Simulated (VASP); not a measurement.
# SnO2 (Amm2) in VASP: notebook, part 2 of 3

VASP 6.6.1. Earlier steps stand in the parts before.

## 3. Single point, r2SCAN

POSCAR

```
SnO2
1.0
    4.7602164773      0.0000000000      0.0000000000
    0.0000000000      4.7602164773      0.0000000000
    0.0000000000      0.0000000000      3.2005650988
Sn O
2 4
Direct
    0.0000000000      0.0000000000      0.0000000000
    0.5000000000      0.5000000000      0.5000000000
    0.3615979068      0.3615979068      0.0000000000
    0.2498109100      0.8615979068      0.5000000000
    0.7498109100      0.7498109100      0.0000000000
    0.8615979068      0.2498109100      0.5000000000
```

INCAR.step1

```
PREC = Accurate ; ENCUT = 520
ISMEAR = 0 ; SIGMA = 0.05
LREAL = False ; LASPH = True
NELM = 100 ; NBANDS = 35
GGA = PE ; ALGO = Normal
EDIFF = 1E-4 ; LWAVE = True
LCHARG = False
```

INCAR.step2

```
PREC = Accurate ; ENCUT = 520
EDIFF = 1E-7 ; ISMEAR = 0
SIGMA = 0.05 ; LREAL = False
LASPH = True ; NELM = 100
ALGO = Normal ; ISIF = 2
LWAVE = False ; LCHARG = False
METAGGA = R2SCAN ; LMIXTAU = True
NBANDS = 35 ; ISTART = 1
```

KPOINTS

```
Automatic mesh
0
Gamma
  6 6 8
```

Potentials or basis: VASP PAW PBE potentials, release 64 (Sn_d, O).

The run is started by

```sh
cat potpaw_PBE.64/Sn_d/POTCAR potpaw_PBE.64/O/POTCAR > POTCAR
cp INCAR.step1 INCAR
mpirun -np 1 vasp_std > vasp.out
cp INCAR.step2 INCAR
mpirun -np 1 vasp_std > vasp.out
```

OUTCAR:

```text
PREC = Accurate
   ENCUT = 520
   EDIFF = 1E-7
   ISMEAR = 0
   LREAL = False
   LASPH = True
   NELM = 100
   ISIF = 2
   METAGGA = R2SCAN
   ISTART = 1

 ion  position               nearest neighbor table
   1  0.000  0.000  0.000-   5 1.68   4 2.10   6 2.10   4 2.10   6 2.10   3 2.43   2 3.73   2 3.73
                             2 3.73   2 3.73   2 3.73   2 3.73   2 3.73   2 3.73
   2  0.500  0.500  0.500-   3 1.85   3 1.85   6 2.09   4 2.09   5 2.32   5 2.32   1 3.73   1 3.73
                             1 3.73   1 3.73   1 3.73   1 3.73   1 3.73   1 3.73
   3  0.362  0.362  0.000-   2 1.85   2 1.85   1 2.43
   4  0.250  0.862  0.500-   2 2.09   1 2.10   1 2.10
   5  0.750  0.750  0.000-   1 1.68   2 2.32   2 2.32
   6  0.862  0.250  0.500-   2 2.09   1 2.10   1 2.10

  LATTYP: Found a simple tetragonal cell.
 ALAT       =     4.7602164773
 C/A-ratio  =     0.6723570481

  Lattice vectors:

 A1 = (   4.7602164773,   0.0000000000,   0.0000000000)
 A2 = (   0.0000000000,   4.7602164773,   0.0000000000)
 A3 = (   0.0000000000,   0.0000000000,   3.2005650988)

Analysis of symmetry for initial positions (statically):
=====================================================================
 Subroutine PRICEL returns:
 Original cell was already a primitive cell.

 Routine SETGRP: Setting up the symmetry group for a
 simple tetragonal supercell.

 Subroutine GETGRP returns: Found  4 space group operations
 (whereof  4 operations were pure point group operations)
 out of a pool of 16 trial point group operations.

The static configuration has the point symmetry C_2v.

Analysis of symmetry for dynamics (positions and initial velocities):
=====================================================================
 Subroutine PRICEL returns:
 Original cell was already a primitive cell.

 Routine SETGRP: Setting up the symmetry group for a
 simple tetragonal supercell.

[... 127 lines left out ...]
   ISMEAR =     0;   SIGMA  =   0.05  broadening in eV -4-tet -1-fermi 0-gaus
   EFERMI_NEDOS =   21; number of points for ismear=-14 and -15
   IALGO  =     38    algorithm
   IMIX   =      4    mixing-type and parameters
     AMIX     =   0.40;   BMIX     =  1.00
     AMIX_MAG =   1.60;   BMIX_MAG =  1.00
  volume/ion in A,a.u.               =      12.09        81.57
  Fermi-wavevector in a.u.,A,eV,Ry     =   1.465264  2.768948 29.211695  2.146999
  Thomas-Fermi vector in A             =   2.581142
   LORBIT       =      0    0 simple, 1 ext, 2 COOP (PROOUT), +10 PAW based schemes
   METAGGA = R2SCAN    functional components
   LHFCALC =     F    Hartree Fock is set to
   AEXX    =    0.0000 exact exchange contribution
   IVDW    =     0    specifies the selected vdW correction
   LEPSILON=     F    determine dielectric tensor
   LRPA    =     F    only Hartree local field effects (RPA)
 non-spin polarized calculation
 Gauss-broadening in eV      SIGMA  =   0.05
  energy-cutoff  :      520.00
  volume of cell :       72.52
 maximum number of plane-waves:      1992
   NGX = 17   NGY = 17   NGZ = 11

 number of electron      52.0000002 magnetization

 Free energy of the ion-electron system (eV)
  ---------------------------------------------------
  ext. energy  EPLUGINS =         0.00000000
  ---------------------------------------------------
  free energy    TOTEN  =       -81.93827113 eV

  energy without entropy =      -81.93827113  energy(sigma->0) =      -81.93827113

 E-fermi :   5.7275     XC(G=0): -11.9382

 val. band max:        5.4263458228   @ k =   0.0000   0.0000   0.0000
 cond. band min:       7.3717825460   @ k =   0.0000   0.0000   0.0000
 fundamental gap:      1.9454367232
 Fermi energy:         5.7275088983

 k-point     1 :       0.0000    0.0000    0.0000
  band No.  band energies     occupation
      1     -16.8622      2.00000
      2     -16.3324      2.00000
      3     -15.3233      2.00000
      4     -15.2338      2.00000
      5     -15.0420      2.00000
      6     -14.8481      2.00000
[... 901 lines left out ...]
     34      19.0482      0.00000
     35      19.0952      0.00000

 [... further k-points ...]
[... 5 lines left out ...]
  --------------------------------------------------------------------------------------
  -------------------------------------------------------------------------------------
  Total        8.5914553      8.5914553      7.8674074     10.6783137      0.0000000      0.0000000
  in kB      189.8004537    189.8004537    173.8049544    235.9028483      0.0000000      0.0000000
  external PRESSURE =     184.4686206 kB  Pullay stress =       0.0000000 kB

 VOLUME and BASIS-vectors are now :
 -----------------------------------------------------------------------------
  energy-cutoff  :      520.00
  volume of cell :       72.52
      direct lattice vectors                 reciprocal lattice vectors
     4.760216477  0.000000000  0.000000000     0.210074480  0.000000000  0.000000000
     0.000000000  4.760216477  0.000000000     0.000000000  0.210074480  0.000000000
     0.000000000  0.000000000  3.200565099     0.000000000  0.000000000  0.312444824

 POSITION                                       TOTAL-FORCE (eV/Angst)
 -----------------------------------------------------------------------------------
      0.00000      0.00000      0.00000         8.132457      8.132457      0.000000
      2.38011      2.38011      1.60028         4.014365      4.014365      0.000000
      1.72128      1.72128      0.00000        -3.254072     -3.254072      0.000000
      1.18915      4.10139      1.60028         0.006990     -0.246862      0.000000
      3.56926      3.56926      0.00000        -8.652879     -8.652879      0.000000
      4.10139      1.18915      1.60028        -0.246862      0.006990      0.000000
 -----------------------------------------------------------------------------------
    total drift:                               -0.005356     -0.005356      0.000001

  FREE ENERGIE OF THE ION-ELECTRON SYSTEM (eV)
  ---------------------------------------------------
  free  energy   TOTEN  =       -81.9382711311 eV

  energy  without entropy=      -81.9382711311  energy(sigma->0) =      -81.93827113
```

OUTCAR.step1:

```text
PREC = Accurate
   ENCUT = 520
   ISMEAR = 0
   LREAL = False
   LASPH = True
[... 1150 lines left out ...]
      1.72128      1.72128      0.00000        -3.287992     -3.287992      0.000000
      1.18915      4.10139      1.60028         0.147801     -0.140862      0.000000
      3.56926      3.56926      0.00000        -8.521992     -8.521992      0.000000
      4.10139      1.18915      1.60028        -0.140862      0.147801      0.000000
 -----------------------------------------------------------------------------------
    total drift:                                0.001939      0.001939      0.000001

  FREE ENERGIE OF THE ION-ELECTRON SYSTEM (eV)
  ---------------------------------------------------
  free  energy   TOTEN  =       -34.6197086114 eV

  energy  without entropy=      -34.6197086114  energy(sigma->0) =      -34.61970861
```

Run time: 3 min. Hardware: 1 thread of Intel Xeon 6975P-C (Granite Rapids), shared host; peak memory 0.27 GiB.

Results:

```
Free energy            : -81.9383 eV
Pressure               : 18.4 GPa
Largest force          : 12.237 eV/Å
Band gap on the k mesh : 1.95 eV
```

Forces in eV/Å, atoms in the order of the input:
```
Sn   8.132  8.132  0.000
Sn   4.014  4.014  0.000
O   -3.254 -3.254  0.000
O    0.007 -0.247  0.000
O   -8.653 -8.653  0.000
O   -0.247  0.007  0.000
```

Stress tensor (GPa, compression positive):
```
18.98 23.59  0.00
23.59 18.98  0.00
 0.00  0.00 17.38
```

Caveat: the cell differs from its parent crystal (all O atoms moved +0.375 Å, as atom 3 towards its neighbour atom 5 (O) at 2.613 Å); the cell stands under pressure; the PAW data sets were made with another functional, which shifts forces and pressure a little; spin-orbit coupling is left out, which moves the levels of the heavy elements.

[end of part 2 of 3]
